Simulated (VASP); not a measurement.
# LiTlTe2 (P-4m2) in VASP: a series of runs

Runs on LiTlTe2. Level: PBE. Tasks: single point.

All numbers are computed with VASP 6.6.1; they aren't measurements. Logs are shortened: lines on timing, memory, paths and dates and some standing lists are left out, and cuts for length are marked.

### Step 1. The cell of the first run

Symmetry: P-4m2, No. 115, tetragonal system. The conventional cell has a = 4.598 Å, b = 4.598 Å, c = 6.473 Å, α = 90.00°, β = 90.00°, γ = 90.00°. Li (site symmetry -4m2) has 4 Te at 2.74 Å within 3.6 Å. Te (site symmetry 2mm) has 2 Li at 2.74 Å and 2 Tl at 2.88 Å within 3.6 Å. Tl (site symmetry -4m2) has 4 Te at 2.88 Å within 3.8 Å.

### Step 2. Single point, PBE

Contents of INCAR:

```
PREC = Accurate
ENCUT = 520
EDIFF = 1E-6
ISMEAR = 0
SIGMA = 0.01
LREAL = F
LASPH = T
NELM = 100
ALGO = Normal
ISIF = 2
LWAVE = F
LCHARG = F
GGA = PE
NBANDS = 22
```

Contents of KPOINTS:

```
Automatic mesh
0
Gamma
  4 4 4
```

Contents of POSCAR:

```
LiTlTe2
1.0
    4.5980007822      0.0000000000      0.0000000000
    0.0000000000      4.5980007822      0.0000000000
    0.0000000000      0.0000000000      6.4734597936
Li Te Tl
1 2 1
Direct
    0.0000000000      0.0000000000      0.0000000000
    0.0000000000      0.5000000000      0.2309160927
    0.5000000000      0.0000000000      0.7690839073
    0.5000000000      0.5000000000      0.5000000000
```

Potentials or basis: VASP PAW PBE potentials, release 64 (Li_sv, Te, Tl_d).

Launch:

```bash
$ cat potpaw_PBE.64/Li_sv/POTCAR potpaw_PBE.64/Te/POTCAR potpaw_PBE.64/Tl_d/POTCAR > POTCAR
$ mpirun -np 1 vasp_std > vasp.out
```

OUTCAR:

```text
PREC = Accurate
   ENCUT = 520
   EDIFF = 1E-6
   ISMEAR = 0
   LREAL = F
   LASPH = T
   NELM = 100
   ISIF = 2
   GGA = PE

 ion  position               nearest neighbor table
   1  0.000  0.000  0.000-   2 2.74   3 2.74   2 2.74   3 2.74
   2  0.000  0.500  0.231-   1 2.74   1 2.74   4 2.88   4 2.88
   3  0.500  0.000  0.769-   1 2.74   1 2.74   4 2.88   4 2.88
   4  0.500  0.500  0.500-   2 2.88   3 2.88   3 2.88   2 2.88

  LATTYP: Found a simple tetragonal cell.
 ALAT       =     4.5980007822
 C/A-ratio  =     1.4078857530

  Lattice vectors:

 A1 = (   4.5980007822,   0.0000000000,   0.0000000000)
 A2 = (   0.0000000000,   4.5980007822,   0.0000000000)
 A3 = (   0.0000000000,   0.0000000000,   6.4734597936)

Analysis of symmetry for initial positions (statically):
=====================================================================
 Subroutine PRICEL returns:
 Original cell was already a primitive cell.

 Routine SETGRP: Setting up the symmetry group for a
 simple tetragonal supercell.

 Subroutine GETGRP returns: Found  8 space group operations
 (whereof  8 operations were pure point group operations)
 out of a pool of 16 trial point group operations.

The static configuration has the point symmetry D_2d.

Analysis of symmetry for dynamics (positions and initial velocities):
=====================================================================
 Subroutine PRICEL returns:
 Original cell was already a primitive cell.

 Routine SETGRP: Setting up the symmetry group for a
 simple tetragonal supercell.

 Subroutine GETGRP returns: Found  8 space group operations
 (whereof  8 operations were pure point group operations)
 out of a pool of 16 trial point group operations.

The dynamic configuration has the point symmetry D_2d.

 Subroutine INISYM returns: Found  8 space group operations
 (whereof  8 operations are pure point group operations),
 and found     1 'primitive' translations

----------------------------------------------------------------------------------------

                                     Primitive cell

  volume of cell :     136.8594

  direct lattice vectors                    reciprocal lattice vectors
     4.598000782  0.000000000  0.000000000     0.217485826  0.000000000  0.000000000
     0.000000000  4.598000782  0.000000000     0.000000000  0.217485826  0.000000000
     0.000000000  0.000000000  6.473459794     0.000000000  0.000000000  0.154476900

  length of vectors
     4.598000782  4.598000782  6.473459794     0.217485826  0.217485826  0.154476900

  position of ions in fractional coordinates (direct lattice)
     0.000000000  0.000000000  0.000000000
     0.000000000  0.500000000  0.230916093
     0.500000000  0.000000000  0.769083907
     0.500000000  0.500000000  0.500000000

  ion indices of the primitive-cell ions
   primitive index   ion index
                 1           1
                 2           2
                 3           3
                 4           4

----------------------------------------------------------------------------------------

 KPOINTS: Automatic mesh

Automatic generation of k-mesh.
 Grid dimensions read from file:
 generate k-points for:    4    4    4

 Generating k-lattice:

  Cartesian coordinates                     Fractional coordinates (reciprocal lattice)
     0.054371457  0.000000000  0.000000000     0.250000000  0.000000000  0.000000000
     0.000000000  0.054371457  0.000000000     0.000000000  0.250000000  0.000000000
     0.000000000  0.000000000  0.038619225     0.000000000  0.000000000  0.250000000

  Length of vectors
     0.054371457  0.054371457  0.038619225

  Shift w.r.t. Gamma in fractional coordinates (k-lattice)
     0.000000000  0.000000000  0.000000000

 Subroutine IBZKPT returns following result:
 ===========================================

 Found     18 irreducible k-points:

 Following reciprocal coordinates:
            Coordinates               Weight
  0.000000  0.000000  0.000000      1.000000
  0.250000  0.000000  0.000000      4.000000
  0.500000  0.000000  0.000000      2.000000
  0.250000  0.250000  0.000000      4.000000
  0.500000  0.250000  0.000000      4.000000
  0.500000  0.500000  0.000000      1.000000
[... 10 lines left out ...]
  0.500000  0.250000  0.500000      4.000000
  0.500000  0.500000  0.500000      1.000000
   k-points           NKPTS =     18   k-points in BZ     NKDIM =     18   number of bands    NBANDS=     22
   number of dos      NEDOS =    301   number of ions     NIONS =      4
   total plane-waves  NPLWV =  62208
   dimension x,y,z NGX =    36 NGY =   36 NGZ =   48
   dimension x,y,z NGXF=    72 NGYF=   72 NGZF=   96
   ions per type =               1   2   1
   NGX,Y,Z   is equivalent  to a cutoff of  13.02, 13.02, 12.33 a.u.
   NGXF,Y,Z  is equivalent  to a cutoff of  26.03, 26.03, 24.65 a.u.
 SYSTEM =  unknown system
   PREC   = accura    normal or accurate (medium, high low for compatibility)
   ISTART =      0    job   : 0-new  1-cont  2-samecut
   ICHARG =      2    charge: 1-file 2-atom 10-const
   ISPIN  =      1    spin polarized calculation?
   LNONCOLLINEAR =      F non collinear calculations
   LSORBIT =      F    spin-orbit coupling
   LASPH  =      T    aspherical Exc in radial PAW
   ENCUT  =  520.0 eV  38.22 Ry    6.18 a.u.   8.55  8.55 12.04*2*pi/ulx,y,z
   NELM   =    100;   NELMIN=  2; NELMDL= -5     # of ELM steps
   EDIFF  = 0.1E-05   stopping-criterion for ELM
   LREAL  =      F    real-space projection
   EDIFFG = 0.1E-04   stopping-criterion for IOM
   NSW    =      0    number of steps for IOM
   IBRION =     -1    ionic relax: 0-MD 1-quasi-New 2-CG
   NFREE  =      0    steps in history (QN), initial steepest desc. (CG)
   ISIF   =      2    stress and relaxation
   ISYM   =      2    0-nonsym 1-usesym 2-fastsym
   POTIM  = 0.5000    time-step for ionic-motion
   TEBEG  =    0.0;   TEEND  =   0.0 temperature during run
   PSTRESS=    0.0 pullay stress
   NELECT =      28.0000    total number of electrons
   NUPDOWN=      -1.0000    fix difference up-down
   EMIN   =  10.00;   EMAX   =-10.00  energy-range for DOS
   EFERMI =   0.00;   METHOD = LEGACY
   ISMEAR =     0;   SIGMA  =   0.01  broadening in eV -4-tet -1-fermi 0-gaus
   EFERMI_NEDOS =   21; number of points for ismear=-14 and -15
   IALGO  =     38    algorithm
   IMIX   =      4    mixing-type and parameters
     AMIX     =   0.40;   BMIX     =  1.00
     AMIX_MAG =   1.60;   BMIX_MAG =  1.00
  volume/ion in A,a.u.               =      34.21       230.89
  Fermi-wavevector in a.u.,A,eV,Ry     =   0.964649  1.822922 12.660871  0.930548
  Thomas-Fermi vector in A             =   2.094298
   LORBIT       =      0    0 simple, 1 ext, 2 COOP (PROOUT), +10 PAW based schemes
   GGA     = PE    functional components
   LHFCALC =     F    Hartree Fock is set to
   AEXX    =    0.0000 exact exchange contribution
   IVDW    =     0    specifies the selected vdW correction
   LEPSILON=     F    determine dielectric tensor
   LRPA    =     F    only Hartree local field effects (RPA)
 non-spin polarized calculation
 Gauss-broadening in eV      SIGMA  =   0.01
  energy-cutoff  :      520.00
  volume of cell :      136.86
 maximum number of plane-waves:      3700
 NGX is ok and might be reduce to    36
   NGX = 17   NGY = 17   NGZ = 25

 number of electron      28.0000006 magnetization

 Free energy of the ion-electron system (eV)
  ---------------------------------------------------
  ext. energy  EPLUGINS =         0.00000000
  ---------------------------------------------------
  free energy    TOTEN  =       -12.14032174 eV

  energy without entropy =      -12.14032174  energy(sigma->0) =      -12.14032174

 E-fermi :   2.8831     XC(G=0):  -8.0175

 val. band max:        2.7916304817   @ k =   0.0000   0.0000   0.0000
 cond. band min:       2.9404280456   @ k =   0.0000   0.0000   0.0000
 fundamental gap:      0.1487975640
 Fermi energy:         2.8831188300

 k-point     1 :       0.0000    0.0000    0.0000
  band No.  band energies     occupation
      1     -42.4128      2.00000
      2      -8.6620      2.00000
      3      -8.3295      2.00000
      4      -8.3295      2.00000
      5      -8.2646      2.00000
      6      -8.1762      2.00000
[... 14 lines left out ...]
     21      10.3405      0.00000
     22      11.9505      0.00000

 k-point     2 :       0.2500    0.0000    0.0000
  band No.  band energies     occupation
      1     -42.4128      2.00000
      2      -8.6671      2.00000
      3      -8.5066      2.00000
      4      -8.3275      2.00000
      5      -8.2434      2.00000
      6      -8.1853      2.00000
[... 14 lines left out ...]
     21      10.4589      0.00000
     22      10.5373      0.00000

 k-point     3 :       0.5000    0.0000    0.0000
  band No.  band energies     occupation
      1     -42.4127      2.00000
      2      -8.6957      2.00000
      3      -8.5481      2.00000
      4      -8.3255      2.00000
      5      -8.2364      2.00000
      6      -8.1944      2.00000
[... 14 lines left out ...]
     21       9.4110      0.00000
     22      10.0033      0.00000

 k-point     4 :       0.2500    0.2500    0.0000
  band No.  band energies     occupation
      1     -42.4127      2.00000
      2      -8.6621      2.00000
      3      -8.5860      2.00000
      4      -8.3062      2.00000
      5      -8.2350      2.00000
      6      -8.1958      2.00000
[... 14 lines left out ...]
     21       9.3960      0.00000
     22       9.6827      0.00000

 k-point     5 :       0.5000    0.2500    0.0000
  band No.  band energies     occupation
      1     -42.4127      2.00000
      2      -8.6843      2.00000
      3      -8.6162      2.00000
      4      -8.2874      2.00000
      5      -8.2276      2.00000
      6      -8.2060      2.00000
[... 267 lines left out ...]
 k-point    16 :       0.2500    0.2500    0.5000
  band No.  band energies     occupation
      1     -42.4127      2.00000
      2      -8.6859      2.00000
      3      -8.5695      2.00000
      4      -8.3068      2.00000
      5      -8.2311      2.00000
      6      -8.1957      2.00000
[... 14 lines left out ...]
     21       9.1825      0.00000
     22       9.9106      0.00000

 k-point    17 :       0.5000    0.2500    0.5000
  band No.  band energies     occupation
      1     -42.4127      2.00000
      2      -8.6918      2.00000
      3      -8.6196      2.00000
      4      -8.2878      2.00000
      5      -8.2245      2.00000
      6      -8.2058      2.00000
[... 14 lines left out ...]
     21       9.8364      0.00000
     22      10.6348      0.00000

 k-point    18 :       0.5000    0.5000    0.5000
  band No.  band energies     occupation
      1     -42.4127      2.00000
      2      -8.6798      2.00000
      3      -8.6798      2.00000
      4      -8.2508      2.00000
      5      -8.2190      2.00000
      6      -8.2171      2.00000
[... 14 lines left out ...]
     21       9.4473      0.00000
     22      10.2051      0.00000

------------------------ aborting loop because EDIFF is reached ----------------------------------------

  FORCE on cell =-STRESS in cart. coord.  units (eV):
  Direction    XX          YY          ZZ          XY          YZ          ZX
  --------------------------------------------------------------------------------------
  -------------------------------------------------------------------------------------
  Total        0.8131978      0.8131978      0.6580785      0.0000000      0.0000000      0.0000000
  in kB        9.5198968      9.5198968      7.7039552      0.0000000      0.0000000      0.0000000
  external PRESSURE =       8.9145829 kB  Pullay stress =       0.0000000 kB

 VOLUME and BASIS-vectors are now :
 -----------------------------------------------------------------------------
  energy-cutoff  :      520.00
  volume of cell :      136.86
      direct lattice vectors                 reciprocal lattice vectors
     4.598000782  0.000000000  0.000000000     0.217485826  0.000000000  0.000000000
     0.000000000  4.598000782  0.000000000     0.000000000  0.217485826  0.000000000
     0.000000000  0.000000000  6.473459794     0.000000000  0.000000000  0.154476900

 POSITION                                       TOTAL-FORCE (eV/Angst)
 -----------------------------------------------------------------------------------
      0.00000      0.00000      0.00000        -0.000000      0.000000     -0.000000
      0.00000      2.29900      1.49483         0.000000      0.000000     -0.174449
      2.29900      0.00000      4.97863        -0.000000      0.000000      0.174449
      2.29900      2.29900      3.23673        -0.000000     -0.000000     -0.000000
 -----------------------------------------------------------------------------------
    total drift:                                0.000000      0.000000      0.000000

  FREE ENERGIE OF THE ION-ELECTRON SYSTEM (eV)
  ---------------------------------------------------
  free  energy   TOTEN  =       -12.1403217398 eV

  energy  without entropy=      -12.1403217398  energy(sigma->0) =      -12.14032174
```

It took 46 s on 1 thread of Oxide Virtual Turin-like, shared host; peak memory 0.22 GiB.

Results:

| Property | Result |
| --- | --- |
| Free energy | -12.1403 eV |
| Largest force | 0.174 eV/Å |
| Band gap on the k mesh | 0.15 eV |

Forces in eV/Å, atoms in the order of the input:
```
Li   0.000  0.000  0.000
Te   0.000  0.000 -0.174
Te   0.000  0.000  0.174
Tl   0.000  0.000  0.000
```

Levels at points of the mesh, in eV from the valence-band top:
| k point | band 11 | band 12 | band 13 | band 14 | band 15 | band 16 | band 17 | band 18 |
| --- | --- | --- | --- | --- | --- | --- | --- | --- |
| (0.00, 0.00, 0.00) | -1.67 | -0.23 | 0.00 | 0.00 | 0.15 | 2.65 | 4.25 | 4.44 |
| (0.50, 0.00, 0.00) | -2.08 | -1.76 | -1.01 | -0.45 | 1.64 | 4.46 | 4.91 | 5.04 |
| (0.50, 0.50, 0.00) | -2.12 | -1.69 | -1.69 | -1.08 | 0.81 | 2.69 | 2.69 | 5.09 |
| (0.00, 0.00, 0.50) | -1.22 | -1.22 | -0.73 | -0.73 | 1.46 | 2.75 | 4.26 | 5.44 |
| (0.50, 0.00, 0.50) | -0.95 | -0.94 | -0.54 | -0.43 | 0.22 | 4.15 | 4.41 | 4.92 |
| (0.50, 0.50, 0.50) | -1.98 | -1.98 | -1.81 | -1.52 | 2.42 | 4.58 | 4.58 | 5.71 |

Caveat: the cutoff is under 1.25 times the usual one of these potentials, so pressure, stress and relaxed cells hold a basis-set (Pulay) error; spin-orbit coupling is left out, which moves the levels of the heavy elements.

(Part 1 of 2 ends here.)
